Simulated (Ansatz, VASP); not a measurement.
# Ca in VASP and in Ansatz

```
CELL_PARAMETERS angstrom
-2.24000 2.24000 2.24000
2.24000 -2.24000 2.24000
2.24000 2.24000 -2.24000
ATOMIC_POSITIONS crystal
Ca 0.00000 0.00000 0.00000
```

Alike in both runs: task single point; functional PBE; k mesh 10 × 10 × 10; occupations gaussian, width 0.05 eV; no spin polarisation.

|  | VASP | Ansatz |
| --- | --- | --- |
| version | VASP 6.6.1 | Ansatz 0.2.0 |
| potentials or method | VASP PAW PBE potentials, release 64 (Ca_sv), cutoff 520 eV | scalar-relativistic, plane waves, PAW |
| valence electrons in the cell | 10 | 10 |

```tsv
	VASP	Ansatz	Ansatz less VASP
gap on the k mesh at the Fermi level (eV)	none	none	-
pressure (GPa)	-0.9	-1.0	-0.02
```

A gap of «none» marks a metal or a gap that the smearing closes. The functional is the same, so the differences come from potentials, cutoffs and numerics.
